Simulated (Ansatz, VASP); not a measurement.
**BiTe: VASP beside Ansatz**

File INCAR:

```
SYSTEM = BiTe
ALGO = Normal ; EDIFF = 1E-6
ENCUT = 520 ; GGA = PE
ISIF = 2 ; ISMEAR = 0
LASPH = .True. ; LCHARG = .False.
LREAL = .False. ; LWAVE = .False.
NBANDS = 29 ; NELM = 60
PREC = Accurate ; SIGMA = 0.05
```

File KPOINTS:

```
k-points
0
Gamma
  8 8 4
  0 0 0
```

Contents of POSCAR:

```
BiTe
1.0
    5.4717331611      0.0538976374     -0.0206113652
   -2.6891898573      4.8274622166     -0.0112477388
   -0.0241185389     -0.0291225785      6.3910574530
Bi Te
2 2
Direct
    0.6822409528      0.3428251078      0.0592390513
    0.3143696977      0.6485274794      0.5601240744
    0.6739553893      0.3392045591      0.5600340197
    0.3294339601      0.6694428538      0.0710028546
```

Input for Ansatz:

```yaml
crystal:
  lattice:
    - [5.4717331611, 0.0538976374, -0.0206113652]
    - [-2.6891898573, 4.8274622166, -0.0112477388]
    - [-0.0241185389, -0.0291225785, 6.391057453]
  atoms:
    - { symbol: Bi, position: [0.6822409528, 0.3428251078, 0.0592390513] }
    - { symbol: Bi, position: [0.3143696977, 0.6485274794, 0.5601240744] }
    - { symbol: Te, position: [0.6739553893, 0.3392045591, 0.5600340197] }
    - { symbol: Te, position: [0.3294339601, 0.6694428538, 0.0710028546] }
basis:
  ecutwfc: 420
  ecutrho_ratio: 4
kpoints:
  mp_grid: { grid: [8, 8, 4] }
hamiltonian:
  xc: pbe
scf:
  occupations: { method: gaussian, width: 0.05 }
output:
  forces: true
  stress: true
  eigenvalues: true
```

Change from the starting cell: all atoms moved at random (sigma 0.1 Å), cell strained at random (1 %).

Alike in both runs: task single point; functional PBE; k mesh 8 × 8 × 4; occupations gaussian, width 0.05 eV; no spin polarisation.

|  | VASP | Ansatz |
| --- | --- | --- |
| version | VASP 6.6.1 | Ansatz 0.2.0 |
| potentials or method | VASP PAW PBE potentials, release 64 (Bi_d, Te), cutoff 520 eV | scalar-relativistic, plane waves, PAW |
| valence electrons in the cell | 42 | 62 |

```tsv
	VASP	Ansatz	Ansatz less VASP
gap on the k mesh at the Fermi level (eV)	none	none	-
pressure (GPa)	0.2	0.2	+0.04
traceless stress, the component that is largest in VASP (GPa)	0.77	0.77	+0.003
rms of the force components (eV/Å)	0.054	0.054	-0.0001
```

Atom by atom the forces differ by 0.000 eV/Å (rms over components). A gap of «none» marks a metal or a gap that the smearing closes. With one functional, cell and mesh, what is left measures potentials, basis and numerics. VASP's potentials hold 42 valence electrons a cell and Ansatz's 62, so a difference there can come from the potentials and not from the codes.

Neither program's run includes spin-orbit coupling.
